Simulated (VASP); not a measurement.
# TiSn (Fm-3m) in VASP: single point with PBEsol

Aim: the single point of TiSn with PBEsol.

All numbers are computed with VASP 6.6.1; they aren't measurements. Logs are shortened: lines on timing, memory, paths and dates and some standing lists are left out, and cuts for length are marked.

## 1. The cell of the first run

Symmetry: Fm-3m, No. 225, cubic system. The conventional cell has a = 5.524 Å, b = 5.524 Å, c = 5.524 Å, α = 90.00°, β = 90.00°, γ = 90.00°. Within 3.6 Å of Ti (site symmetry m-3m) lie 6 Sn at 2.76 Å. Within 3.6 Å of Sn (site symmetry m-3m) lie 6 Ti at 2.76 Å.

## 2. Single point, PBEsol

INCAR reads:

```
SYSTEM = TiSn
ALGO = Normal
EDIFF = 1E-6
ENCUT = 520
GGA = PS
ISIF = 2
ISMEAR = -1
LASPH = .TRUE.
LCHARG = .FALSE.
LREAL = .FALSE.
LWAVE = .FALSE.
NBANDS = 20
NELM = 60
PREC = Accurate
SIGMA = 0.15
```

KPOINTS reads:

```
k-points
0
G
  14 14 14
  0 0 0
```

POSCAR reads:

```
TiSn
1.0
    0.0000000000      2.7618586495      2.7618586495
    2.7618586495      0.0000000000      2.7618586495
    2.7618586495      2.7618586495      0.0000000000
Ti Sn
1 1
Direct
    0.0000000000      0.0000000000      0.0000000000
    0.5000000000      0.5000000000      0.5000000000
```

Potentials or basis: VASP PAW PBE potentials, release 64 (Ti_sv, Sn_d).

The run is started by

```console
$ cat potpaw_PBE.64/Ti_sv/POTCAR potpaw_PBE.64/Sn_d/POTCAR > POTCAR
$ mpirun -np 1 vasp_std > vasp.out
```

OUTCAR:

```text
SYSTEM = TiSn
   EDIFF = 1E-6
   ENCUT = 520
   GGA = PS
   ISIF = 2
   ISMEAR = -1
   LASPH = .TRUE.
   LREAL = .FALSE.
   NELM = 60
   PREC = Accurate

 ion  position               nearest neighbor table
   1  0.000  0.000  0.000-   2 2.76   2 2.76   2 2.76   2 2.76   2 2.76   2 2.76
   2  0.500  0.500  0.500-   1 2.76   1 2.76   1 2.76   1 2.76   1 2.76   1 2.76

  LATTYP: Found a face centered cubic cell.
 ALAT       =     5.5237172990

  Lattice vectors:

 A1 = (   0.0000000000,   2.7618586495,   2.7618586495)
 A2 = (   2.7618586495,   0.0000000000,   2.7618586495)
 A3 = (   2.7618586495,   2.7618586495,   0.0000000000)

Analysis of symmetry for initial positions (statically):
=====================================================================
 Subroutine PRICEL returns:
 Original cell was already a primitive cell.

 Routine SETGRP: Setting up the symmetry group for a
 face centered cubic supercell.

 Subroutine GETGRP returns: Found 48 space group operations
 (whereof 48 operations were pure point group operations)
 out of a pool of 48 trial point group operations.

The static configuration has the point symmetry O_h .

Analysis of symmetry for dynamics (positions and initial velocities):
=====================================================================
 Subroutine PRICEL returns:
 Original cell was already a primitive cell.

 Routine SETGRP: Setting up the symmetry group for a
 face centered cubic supercell.

 Subroutine GETGRP returns: Found 48 space group operations
 (whereof 48 operations were pure point group operations)
 out of a pool of 48 trial point group operations.

The dynamic configuration has the point symmetry O_h .

 Subroutine INISYM returns: Found 48 space group operations
 (whereof 48 operations are pure point group operations),
 and found     1 'primitive' translations

----------------------------------------------------------------------------------------

                                     Primitive cell

  volume of cell :      42.1342

  direct lattice vectors                    reciprocal lattice vectors
     0.000000000  2.761858650  2.761858650    -0.181037505  0.181037505  0.181037505
     2.761858650  0.000000000  2.761858650     0.181037505 -0.181037505  0.181037505
     2.761858650  2.761858650  0.000000000     0.181037505  0.181037505 -0.181037505

  length of vectors
     3.905857959  3.905857959  3.905857959     0.313566157  0.313566157  0.313566157

  position of ions in fractional coordinates (direct lattice)
     0.000000000  0.000000000  0.000000000
     0.500000000  0.500000000  0.500000000

  ion indices of the primitive-cell ions
   primitive index   ion index
                 1           1
                 2           2

----------------------------------------------------------------------------------------

 KPOINTS: k-points

Automatic generation of k-mesh.
 Grid dimensions read from file:
 generate k-points for:   14   14   14

 Generating k-lattice:

  Cartesian coordinates                     Fractional coordinates (reciprocal lattice)
    -0.012931250  0.012931250  0.012931250     0.071428571  0.000000000  0.000000000
     0.012931250 -0.012931250  0.012931250     0.000000000  0.071428571  0.000000000
     0.012931250  0.012931250 -0.012931250     0.000000000  0.000000000  0.071428571

  Length of vectors
     0.022397583  0.022397583  0.022397583

  Shift w.r.t. Gamma in fractional coordinates (k-lattice)
     0.000000000  0.000000000  0.000000000

 Subroutine IBZKPT returns following result:
 ===========================================

 Found    104 irreducible k-points:

 Following reciprocal coordinates:
            Coordinates               Weight
  0.000000  0.000000  0.000000      1.000000
  0.071429  0.000000  0.000000      8.000000
  0.142857  0.000000  0.000000      8.000000
  0.214286  0.000000  0.000000      8.000000
  0.285714  0.000000  0.000000      8.000000
  0.357143  0.000000  0.000000      8.000000
[... 16 lines left out ...]
  0.214286  0.142857  0.000000     24.000000
  0.285714  0.142857  0.000000     24.000000
 [... further k-points ...]
   k-points           NKPTS =    104   k-points in BZ     NKDIM =    104   number of bands    NBANDS=     20
   number of dos      NEDOS =    301   number of ions     NIONS =      2
   total plane-waves  NPLWV =  27000
   dimension x,y,z NGX =    30 NGY =   30 NGZ =   30
   dimension x,y,z NGXF=    60 NGYF=   60 NGZF=   60
   ions per type =               1   1
   NGX,Y,Z   is equivalent  to a cutoff of  12.77, 12.77, 12.77 a.u.
   NGXF,Y,Z  is equivalent  to a cutoff of  25.54, 25.54, 25.54 a.u.
 SYSTEM =  TiSn
   PREC   = accura    normal or accurate (medium, high low for compatibility)
   ISTART =      0    job   : 0-new  1-cont  2-samecut
   ICHARG =      2    charge: 1-file 2-atom 10-const
   ISPIN  =      1    spin polarized calculation?
   LNONCOLLINEAR =      F non collinear calculations
   LSORBIT =      F    spin-orbit coupling
   LASPH  =      T    aspherical Exc in radial PAW
   ENCUT  =  520.0 eV  38.22 Ry    6.18 a.u.   7.26  7.26  7.26*2*pi/ulx,y,z
   NELM   =     60;   NELMIN=  2; NELMDL= -5     # of ELM steps
   EDIFF  = 0.1E-05   stopping-criterion for ELM
   LREAL  =      F    real-space projection
   EDIFFG = 0.1E-04   stopping-criterion for IOM
   NSW    =      0    number of steps for IOM
   IBRION =     -1    ionic relax: 0-MD 1-quasi-New 2-CG
   NFREE  =      0    steps in history (QN), initial steepest desc. (CG)
   ISIF   =      2    stress and relaxation
   ISYM   =      2    0-nonsym 1-usesym 2-fastsym
   POTIM  = 0.5000    time-step for ionic-motion
   TEBEG  =    0.0;   TEEND  =   0.0 temperature during run
   PSTRESS=    0.0 pullay stress
   NELECT =      26.0000    total number of electrons
   NUPDOWN=      -1.0000    fix difference up-down
   EMIN   =  10.00;   EMAX   =-10.00  energy-range for DOS
   EFERMI =   0.00;   METHOD = LEGACY
   ISMEAR =    -1;   SIGMA  =   0.15  broadening in eV -4-tet -1-fermi 0-gaus
   EFERMI_NEDOS =   21; number of points for ismear=-14 and -15
   IALGO  =     38    algorithm
   IMIX   =      4    mixing-type and parameters
     AMIX     =   0.40;   BMIX     =  1.00
     AMIX_MAG =   1.60;   BMIX_MAG =  1.00
  volume/ion in A,a.u.               =      21.07       142.17
  Fermi-wavevector in a.u.,A,eV,Ry     =   1.393759  2.633824 26.430208  1.942565
  Thomas-Fermi vector in A             =   2.517374
   LORBIT       =      0    0 simple, 1 ext, 2 COOP (PROOUT), +10 PAW based schemes
   GGA     = PS    functional components
   LHFCALC =     F    Hartree Fock is set to
   AEXX    =    0.0000 exact exchange contribution
   IVDW    =     0    specifies the selected vdW correction
   LEPSILON=     F    determine dielectric tensor
   LRPA    =     F    only Hartree local field effects (RPA)
 non-spin polarized calculation
  energy-cutoff  :      520.00
  volume of cell :       42.13
 maximum number of plane-waves:      1158
 NGX is ok and might be reduce to    30
   NGX = 15   NGY = 15   NGZ = 15

 number of electron      25.9999997 magnetization

 Free energy of the ion-electron system (eV)
  ---------------------------------------------------
  ext. energy  EPLUGINS =         0.00000000
  ---------------------------------------------------
  free energy    TOTEN  =       -12.85411156 eV

  energy without entropy =      -12.77214366  energy(sigma->0) =      -12.81312761

 E-fermi :   8.4773     XC(G=0): -11.1657

 val. band max:        8.4684479485   @ k =   0.0714   0.0000   0.0000
 cond. band min:       8.5163180204   @ k =   0.2857   0.2143   0.0000
 fundamental gap:      0.0478700719
 Fermi energy:         8.4773330001

 k-point     1 :       0.0000    0.0000    0.0000
  band No.  band energies     occupation
      1     -48.4861      2.00000
      2     -24.8545      2.00000
      3     -24.8545      2.00000
      4     -24.8545      2.00000
      5     -12.2895      2.00000
      6     -12.2895      2.00000
[... 12 lines left out ...]
     19      16.3588      0.00000
     20      17.5754      0.00000

 k-point     2 :       0.0714    0.0000    0.0000
  band No.  band energies     occupation
      1     -48.4860      2.00000
      2     -24.8565      2.00000
      3     -24.8550      2.00000
      4     -24.8550      2.00000
      5     -12.2875      2.00000
      6     -12.2875      2.00000
[... 12 lines left out ...]
     19      16.3352      0.00000
     20      17.8531      0.00000

 k-point     3 :       0.1429    0.0000    0.0000
  band No.  band energies     occupation
      1     -48.4856      2.00000
      2     -24.8621      2.00000
      3     -24.8565      2.00000
      4     -24.8565      2.00000
      5     -12.2823      2.00000
      6     -12.2823      2.00000
[... 12 lines left out ...]
     19      16.1600      0.00000
     20      18.1061      0.00000

 k-point     4 :       0.2143    0.0000    0.0000
  band No.  band energies     occupation
      1     -48.4850      2.00000
      2     -24.8701      2.00000
      3     -24.8587      2.00000
      4     -24.8587      2.00000
      5     -12.2750      2.00000
      6     -12.2750      2.00000
[... 12 lines left out ...]
     19      15.6782      0.00000
     20      18.0334      0.00000

 k-point     5 :       0.2857    0.0000    0.0000
  band No.  band energies     occupation
      1     -48.4844      2.00000
      2     -24.8791      2.00000
      3     -24.8611      2.00000
      4     -24.8611      2.00000
      5     -12.2672      2.00000
      6     -12.2672      2.00000
[... 12 lines left out ...]
     19      15.0590      0.00000
     20      17.2305      0.00000

 k-point     6 :       0.3571    0.0000    0.0000
  band No.  band energies     occupation
      1     -48.4838      2.00000
      2     -24.8872      2.00000
      3     -24.8633      2.00000
      4     -24.8633      2.00000
      5     -12.2606      2.00000
      6     -12.2606      2.00000
[... 12 lines left out ...]
     19      14.5053      0.00000
     20      16.5046      0.00000

 k-point     7 :       0.4286    0.0000    0.0000
  band No.  band energies     occupation
      1     -48.4834      2.00000
      2     -24.8927      2.00000
      3     -24.8648      2.00000
      4     -24.8648      2.00000
      5     -12.2563      2.00000
      6     -12.2563      2.00000
[... 12 lines left out ...]
     19      14.8351      0.00000
     20      15.9002      0.00000
[... 277 lines left out ...]
 k-point    20 :      -0.1429    0.0714    0.0000
  band No.  band energies     occupation
      1     -48.4853      2.00000
      2     -24.8658      2.00000
      3     -24.8578      2.00000
      4     -24.8576      2.00000
      5     -12.2816      2.00000
      6     -12.2763      2.00000
[... 12 lines left out ...]
     19      16.2020      0.00000
     20      17.4795      0.00000

 k-point    21 :      -0.0714    0.0714    0.0000
  band No.  band energies     occupation
      1     -48.4857      2.00000
      2     -24.8596      2.00000
      3     -24.8559      2.00000
      4     -24.8559      2.00000
      5     -12.2860      2.00000
      6     -12.2832      2.00000
[... 12 lines left out ...]
     19      16.3262      0.00000
     20      17.8662      0.00000

 k-point    22 :       0.1429    0.1429    0.0000
  band No.  band energies     occupation
      1     -48.4854      2.00000
      2     -24.8639      2.00000
      3     -24.8572      2.00000
      4     -24.8572      2.00000
      5     -12.2849      2.00000
      6     -12.2776      2.00000
[... 12 lines left out ...]
     19      16.2828      0.00000
     20      17.4543      0.00000

 k-point    23 :       0.2143    0.1429    0.0000
  band No.  band energies     occupation
      1     -48.4850      2.00000
      2     -24.8691      2.00000
      3     -24.8589      2.00000
      4     -24.8588      2.00000
      5     -12.2813      2.00000
      6     -12.2730      2.00000
[... 12 lines left out ...]
     19      16.2861      0.00000
     20      16.5444      0.00000

 k-point    24 :       0.2857    0.1429    0.0000
  band No.  band energies     occupation
      1     -48.4845      2.00000
      2     -24.8756      2.00000
      3     -24.8615      2.00000
      4     -24.8609      2.00000
      5     -12.2753      2.00000
      6     -12.2682      2.00000
[... 12 lines left out ...]
     19      15.8424      0.00000
     20      16.3600      0.00000

 [... further k-points ...]

------------------------ aborting loop because EDIFF is reached ----------------------------------------

  FORCE on cell =-STRESS in cart. coord.  units (eV):
  Direction    XX          YY          ZZ          XY          YZ          ZX
  --------------------------------------------------------------------------------------
  -------------------------------------------------------------------------------------
  Total        0.0185472      0.0185472      0.0185472      0.0000000      0.0000000      0.0000000
  in kB        0.7052668      0.7052668      0.7052668      0.0000000      0.0000000      0.0000000
  external PRESSURE =       0.7052668 kB  Pullay stress =       0.0000000 kB

 VOLUME and BASIS-vectors are now :
 -----------------------------------------------------------------------------
  energy-cutoff  :      520.00
  volume of cell :       42.13
      direct lattice vectors                 reciprocal lattice vectors
     0.000000000  2.761858650  2.761858650    -0.181037505  0.181037505  0.181037505
     2.761858650  0.000000000  2.761858650     0.181037505 -0.181037505  0.181037505
     2.761858650  2.761858650  0.000000000     0.181037505  0.181037505 -0.181037505

 POSITION                                       TOTAL-FORCE (eV/Angst)
 -----------------------------------------------------------------------------------
      0.00000      0.00000      0.00000        -0.000000      0.000000      0.000000
      2.76186      2.76186      2.76186         0.000000     -0.000000     -0.000000
 -----------------------------------------------------------------------------------
    total drift:                                0.000000      0.000000      0.000000

  FREE ENERGIE OF THE ION-ELECTRON SYSTEM (eV)
  ---------------------------------------------------
  free  energy   TOTEN  =       -12.8541115643 eV

  energy  without entropy=      -12.7721436633  energy(sigma->0) =      -12.81312761
```

It took 37 s on 1 thread of Intel Xeon 6975P-C (Granite Rapids), shared host; peak memory 0.23 GiB.

What came out:

- Free energy: -12.8541 eV
- Pressure: 0.1 GPa
- Band gap on the k mesh: zero (band 13 reaches 8.73 eV, above the bottom of band 14 at 8.35 eV)

Levels at points of the mesh, in eV from the Fermi level:
| k point | band 10 | band 11 | band 12 | band 13 | band 14 | band 15 | band 16 | band 17 |
| --- | --- | --- | --- | --- | --- | --- | --- | --- |
| (0.00, 0.00, 0.00) | -9.87 | 0.13 | 0.13 | 0.13 | 0.57 | 0.57 | 3.54 | 3.54 |
| (0.50, 0.00, 0.00) | -7.08 | -4.73 | -1.46 | -1.46 | 1.06 | 1.06 | 1.55 | 5.52 |
| (0.50, 0.50, 0.00) | -7.02 | -3.44 | -1.02 | 0.26 | 0.26 | 1.00 | 1.41 | 1.41 |

Caveat: the PAW data sets were made with another functional, which shifts forces and pressure a little; spin-orbit coupling is left out, which moves the levels of the heavy elements.
